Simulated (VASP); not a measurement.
# InSb (F-43m) in VASP: settings compared

Aim: see how the results for InSb move with the level of theory and the settings. Levels: LDA, revPBE, PBEsol, PBE+D4, r2SCAN+D3(BJ). Tasks: single point.

Program: VASP 6.6.1. These are calculated values, not measurements. Logs are shortened: lines on timing, memory, paths and dates and some standing lists are left out, and cuts for length are marked.

**The experiment to reproduce.**

From “Electronic Structure and Epitaxy of CdTe Shells on InSb Nanowires”, 2021, arxiv:2111.05126, for a bulk crystal of InSb: band gap 0.24 eV.

How close the calculation comes is told below.

### Step 1. The cell of the first run

Symmetry: F-43m, No. 216, cubic system. Conventional cell: a = 6.470 Å, b = 6.470 Å, c = 6.470 Å, α = 90.00°, β = 90.00°, γ = 90.00°. Within 3.7 Å of In (site symmetry -43m) lie 4 Sb at 2.80 Å. Within 3.7 Å of Sb (site symmetry -43m) lie 4 In at 2.80 Å.

### Step 2. Single point, LDA (33.85 Å³/atom)

The input, INCAR:

```
ALGO = Normal
EDIFF = 1E-6
ENCUT = 500
GGA = CA
GGA_COMPAT = F
ISIF = 2
ISMEAR = 0
LASPH = T
LCHARG = T
LELF = T
LREAL = F
LVHAR = T
LWAVE = F
NBANDS = 16
NELM = 120
PREC = Accurate
SIGMA = 0.05
```

The input, KPOINTS:

```
k-points
0
Gamma
  6 6 6
```

The input, POSCAR:

```
InSb
1.0
    0.0000000000      3.2347757984      3.2347757984
    3.2347757984      0.0000000000      3.2347757984
    3.2347757984      3.2347757984      0.0000000000
In Sb
1 1
Direct
    0.0000000000      0.0000000000      0.0000000000
    0.7500000000      0.7500000000      0.7500000000
```

Potentials or basis: VASP PAW LDA potentials, release 64 (In_d, Sb).

Launch:

```sh
$ cat potpaw_LDA.64/In_d/POTCAR potpaw_LDA.64/Sb/POTCAR > POTCAR
$ mpirun -np 1 vasp_std > vasp.out
```

OUTCAR:

```text
EDIFF = 1E-6
   ENCUT = 500
   GGA = CA
   ISIF = 2
   ISMEAR = 0
   LASPH = T
   LREAL = F
   NELM = 120
   PREC = Accurate

 ion  position               nearest neighbor table
   1  0.000  0.000  0.000-   2 2.80   2 2.80   2 2.80   2 2.80
   2  0.750  0.750  0.750-   1 2.80   1 2.80   1 2.80   1 2.80

  LATTYP: Found a face centered cubic cell.
 ALAT       =     6.4695515968

  Lattice vectors:

 A1 = (   0.0000000000,   3.2347757984,   3.2347757984)
 A2 = (   3.2347757984,   0.0000000000,   3.2347757984)
 A3 = (   3.2347757984,   3.2347757984,   0.0000000000)

Analysis of symmetry for initial positions (statically):
=====================================================================
 Subroutine PRICEL returns:
 Original cell was already a primitive cell.

 Routine SETGRP: Setting up the symmetry group for a
 face centered cubic supercell.

 Subroutine GETGRP returns: Found 24 space group operations
 (whereof 24 operations were pure point group operations)
 out of a pool of 48 trial point group operations.

The static configuration has the point symmetry T_d .

Analysis of symmetry for dynamics (positions and initial velocities):
=====================================================================
 Subroutine PRICEL returns:
 Original cell was already a primitive cell.

 Routine SETGRP: Setting up the symmetry group for a
 face centered cubic supercell.

 Subroutine GETGRP returns: Found 24 space group operations
 (whereof 24 operations were pure point group operations)
 out of a pool of 48 trial point group operations.

The dynamic configuration has the point symmetry T_d .

 Subroutine INISYM returns: Found 24 space group operations
 (whereof 24 operations are pure point group operations),
 and found     1 'primitive' translations

----------------------------------------------------------------------------------------

                                     Primitive cell

  volume of cell :      67.6959

  direct lattice vectors                    reciprocal lattice vectors
     0.000000000  3.234775798  3.234775798    -0.154570218  0.154570218  0.154570218
     3.234775798  0.000000000  3.234775798     0.154570218 -0.154570218  0.154570218
     3.234775798  3.234775798  0.000000000     0.154570218  0.154570218 -0.154570218

  length of vectors
     4.574663805  4.574663805  4.574663805     0.267723471  0.267723471  0.267723471

  position of ions in fractional coordinates (direct lattice)
     0.000000000  0.000000000  0.000000000
     0.750000000  0.750000000  0.750000000

[... 68 lines left out ...]
   LREAL  =      F    real-space projection
   EDIFFG = 0.1E-04   stopping-criterion for IOM
   NSW    =      0    number of steps for IOM
   IBRION =     -1    ionic relax: 0-MD 1-quasi-New 2-CG
   NFREE  =      0    steps in history (QN), initial steepest desc. (CG)
   ISIF   =      2    stress and relaxation
   ISYM   =      2    0-nonsym 1-usesym 2-fastsym
   POTIM  = 0.5000    time-step for ionic-motion
   TEBEG  =    0.0;   TEEND  =   0.0 temperature during run
   PSTRESS=    0.0 pullay stress
   NELECT =      18.0000    total number of electrons
   NUPDOWN=      -1.0000    fix difference up-down
   EMIN   =  10.00;   EMAX   =-10.00  energy-range for DOS
   EFERMI =   0.00;   METHOD = LEGACY
   ISMEAR =     0;   SIGMA  =   0.05  broadening in eV -4-tet -1-fermi 0-gaus
   EFERMI_NEDOS =   21; number of points for ismear=-14 and -15
   IALGO  =     38    algorithm
   IMIX   =      4    mixing-type and parameters
     AMIX     =   0.40;   BMIX     =  1.00
     AMIX_MAG =   1.60;   BMIX_MAG =  1.00
  volume/ion in A,a.u.               =      33.85       228.42
  Fermi-wavevector in a.u.,A,eV,Ry     =   1.052717  1.989346 15.078144  1.108212
  Thomas-Fermi vector in A             =   2.187810
   LORBIT       =      0    0 simple, 1 ext, 2 COOP (PROOUT), +10 PAW based schemes
   GGA     = CA    functional components
   LHFCALC =     F    Hartree Fock is set to
   AEXX    =    0.0000 exact exchange contribution
   IVDW    =     0    specifies the selected vdW correction
   LEPSILON=     F    determine dielectric tensor
   LRPA    =     F    only Hartree local field effects (RPA)
 non-spin polarized calculation
 Gauss-broadening in eV      SIGMA  =   0.05
  energy-cutoff  :      500.00
  volume of cell :       67.70
 maximum number of plane-waves:      1759
 NGX is ok and might be reduce to    36
   NGX = 17   NGY = 17   NGZ = 17

 number of electron      17.9999993 magnetization

 Free energy of the ion-electron system (eV)
  ---------------------------------------------------
  ext. energy  EPLUGINS =         0.00000000
  ---------------------------------------------------
  free energy    TOTEN  =        -8.19198020 eV

  energy without entropy =       -8.19162311  energy(sigma->0) =       -8.19180166

 E-fermi :   4.9593     XC(G=0):  -9.0083

 val. band max:        4.9440390230   @ k =   0.0000   0.0000   0.0000
 cond. band min:       5.3680887932   @ k =   0.5000   0.0000   0.0000
 fundamental gap:      0.4240497702
 Fermi energy:         4.9592674457

 k-point     1 :       0.0000    0.0000    0.0000
  band No.  band energies     occupation
      1      -9.6311      2.00000
      2      -9.6311      2.00000
      3      -9.6311      2.00000
      4      -9.5429      2.00000
      5      -9.5429      2.00000
      6      -5.8570      2.00000
[... 281 lines left out ...]
      3      -9.5877      2.00000
      4      -9.5562      2.00000
      5      -9.5383      2.00000
      6      -3.8294      2.00000
[... 8 lines left out ...]
     15      14.6020      0.00000
     16      15.3229      0.00000

------------------------ aborting loop because EDIFF is reached ----------------------------------------

  FORCE on cell =-STRESS in cart. coord.  units (eV):
  Direction    XX          YY          ZZ          XY          YZ          ZX
  --------------------------------------------------------------------------------------
  -------------------------------------------------------------------------------------
  Total       -0.1112685     -0.1112685     -0.1112685      0.0000000      0.0000000     -0.0000000
  in kB       -2.6334212     -2.6334212     -2.6334212      0.0000000      0.0000000     -0.0000000
  external PRESSURE =      -2.6334212 kB  Pullay stress =       0.0000000 kB

 VOLUME and BASIS-vectors are now :
 -----------------------------------------------------------------------------
  energy-cutoff  :      500.00
  volume of cell :       67.70
      direct lattice vectors                 reciprocal lattice vectors
     0.000000000  3.234775798  3.234775798    -0.154570218  0.154570218  0.154570218
     3.234775798  0.000000000  3.234775798     0.154570218 -0.154570218  0.154570218
     3.234775798  3.234775798  0.000000000     0.154570218  0.154570218 -0.154570218

 POSITION                                       TOTAL-FORCE (eV/Angst)
 -----------------------------------------------------------------------------------
      0.00000      0.00000      0.00000         0.000000      0.000000      0.000000
      4.85216      4.85216      4.85216        -0.000000     -0.000000     -0.000000
 -----------------------------------------------------------------------------------
    total drift:                               -0.000000     -0.000000      0.000000

  FREE ENERGIE OF THE ION-ELECTRON SYSTEM (eV)
  ---------------------------------------------------
  free  energy   TOTEN  =        -8.1919802033 eV

  energy  without entropy=       -8.1916231146  energy(sigma->0) =       -8.19180166
```

OSZICAR:

```text
N       E                     dE             d eps       ncg     rms          rms(c)
DAV:   1     0.113743079675E+03    0.11374E+03   -0.78572E+03   512   0.110E+03
DAV:   2    -0.125348281454E+01   -0.11500E+03   -0.11173E+03   624   0.271E+02
DAV:   3    -0.814391064921E+01   -0.68904E+01   -0.68727E+01   600   0.700E+01
DAV:   4    -0.834247723975E+01   -0.19857E+00   -0.19853E+00   672   0.143E+01
DAV:   5    -0.835431330444E+01   -0.11836E-01   -0.11836E-01   760   0.287E+00    0.436E+00
DAV:   6    -0.822502333005E+01    0.12929E+00   -0.15453E-01   728   0.614E+00    0.247E+00
DAV:   7    -0.819360510297E+01    0.31418E-01   -0.69457E-02   712   0.240E+00    0.543E-01
DAV:   8    -0.819189536752E+01    0.17097E-02   -0.71265E-03   664   0.979E-01    0.313E-01
DAV:   9    -0.819199591736E+01   -0.10055E-03   -0.70652E-04   632   0.230E-01    0.904E-02
DAV:  10    -0.819197663377E+01    0.19284E-04   -0.47467E-05   616   0.485E-02    0.372E-02
DAV:  11    -0.819198041246E+01   -0.37787E-05   -0.10798E-05   616   0.426E-02    0.256E-02
DAV:  12    -0.819198020329E+01    0.20917E-06   -0.73215E-07   472   0.976E-03
   1 F= -.81919802E+01 E0= -.81918017E+01  d E =-.357089E-03
```

It took 32 s on 1 thread of Intel Xeon 8259CL, shared host; peak memory 0.18 GiB.

What came out:

```yaml
Free_energy: -8.1920 eV
Pressure: -0.3 GPa
Band_gap_on_the_k_mesh: zero (filled and empty bands touch)
```

Caveat: semilocal functionals underestimate gaps, so a narrow gap can read as zero; spin-orbit coupling is left out, which moves the levels of the heavy elements.

### Step 3. Single point, revPBE (34.96 Å³/atom)

This run uses another cell than the first one, of 34.96 Å³/atom.

The input, INCAR:

```
PREC     = Accurate       # precision mode
ENCUT    = 500            # plane-wave cutoff, eV
EDIFF    = 1E-6           # SCF threshold, eV
ISMEAR   = 0              # smearing method
SIGMA    = 0.05           # smearing width, eV
LREAL    = F              # projectors in reciprocal space
LASPH    = T              # aspherical terms in the spheres
NELM     = 120            # most SCF steps
ALGO     = Normal         # electronic algorithm
ISIF     = 2              # what is computed and relaxed
LWAVE    = F              # write WAVECAR
LCHARG   = F              # write CHGCAR
GGA      = RE             # functional
NBANDS   = 16             # bands
GGA_COMPAT= F
```

The input, KPOINTS:

```
regular mesh
0
Gamma
  6 6 6
```

The input, POSCAR:

```
InSb
1.0
    0.0000000000      3.2696848759      3.2696848759
    3.2696848759      0.0000000000      3.2696848759
    3.2696848759      3.2696848759      0.0000000000
In Sb
1 1
Direct
    0.0000000000      0.0000000000      0.0000000000
    0.7500000000      0.7500000000      0.7500000000
```

Potentials or basis: VASP PAW PBE potentials, release 64 (In_d, Sb).

Launch:

```sh
$ cat potpaw_PBE.64/In_d/POTCAR potpaw_PBE.64/Sb/POTCAR > POTCAR
$ mpirun -np 1 vasp_std > vasp.out
```

Run time: 38 s. Hardware: 1 thread of Intel Xeon 8259CL, shared host; peak memory 0.21 GiB.

It converged, with:

```
Free energy            : -6.3300 eV
Pressure               : 2.9 GPa
Band gap on the k mesh : zero (filled and empty bands touch)
```

Levels at points of the mesh, in eV from the Fermi level:
```
           k point  band 6  band 7  band 8  band 9  band 10  band 11  band 12  band 13
(0.00, 0.00, 0.00)  -10.53   -0.29   -0.02   -0.02    -0.02     2.97     2.97     2.97
(0.50, 0.00, 0.00)   -9.24   -5.48   -0.98   -0.98     0.54     3.82     3.82     6.23
(0.50, 0.50, 0.00)   -8.66   -5.79   -2.18   -2.18     1.39     1.46     8.00     8.00
```

Caveat: semilocal functionals underestimate gaps, so a narrow gap can read as zero; the PAW data sets were made with another functional, which shifts forces and pressure a little; spin-orbit coupling is left out, which moves the levels of the heavy elements.

### Step 4. Single point, PBEsol (34.19 Å³/atom)

This run uses another cell than the first one, of 34.19 Å³/atom.

The input, INCAR:

```
PREC = Accurate ; ENCUT = 500
EDIFF = 1E-6 ; ISMEAR = 0
SIGMA = 0.05 ; LREAL = False
LASPH = True ; NELM = 120
ALGO = Normal ; ISIF = 2
LWAVE = False ; LCHARG = False
GGA = PS ; NBANDS = 16
GGA_COMPAT = False
```

The input, KPOINTS:

```
Automatic mesh
0
Gamma
  6 6 6
```

The input, POSCAR:

```
InSb
1.0
    0.0000000000      3.2457025115      3.2457025115
    3.2457025115      0.0000000000      3.2457025115
    3.2457025115      3.2457025115      0.0000000000
In Sb
1 1
Direct
    0.0000000000      0.0000000000      0.0000000000
    0.7500000000      0.7500000000      0.7500000000
```

Launch:

```sh
$ cat potpaw_PBE.64/In_d/POTCAR potpaw_PBE.64/Sb/POTCAR > POTCAR
$ mpirun -np 1 vasp_std > vasp.out
```

Wall time 35 s (1 thread of Intel Xeon 8259CL, shared host); peak memory 0.21 GiB.

It converged, with:

```
Free energy            : -7.6752 eV
Pressure               : 0.7 GPa
Band gap on the k mesh : zero (filled and empty bands touch)
```

Levels at points of the mesh, in eV from the Fermi level:
| k point | band 6 | band 7 | band 8 | band 9 | band 10 | band 11 | band 12 | band 13 |
| --- | --- | --- | --- | --- | --- | --- | --- | --- |
| (0.00, 0.00, 0.00) | -10.73 | -0.31 | -0.02 | -0.02 | -0.02 | 2.91 | 2.91 | 2.91 |
| (0.50, 0.00, 0.00) | -9.37 | -5.65 | -1.02 | -1.02 | 0.44 | 3.76 | 3.76 | 5.94 |
| (0.50, 0.50, 0.00) | -8.76 | -5.94 | -2.28 | -2.28 | 1.25 | 1.25 | 8.07 | 8.07 |

Caveat: semilocal functionals underestimate gaps, so a narrow gap can read as zero; the PAW data sets were made with another functional, which shifts forces and pressure a little; spin-orbit coupling is left out, which moves the levels of the heavy elements.

(Continued in part 2 of 2.)
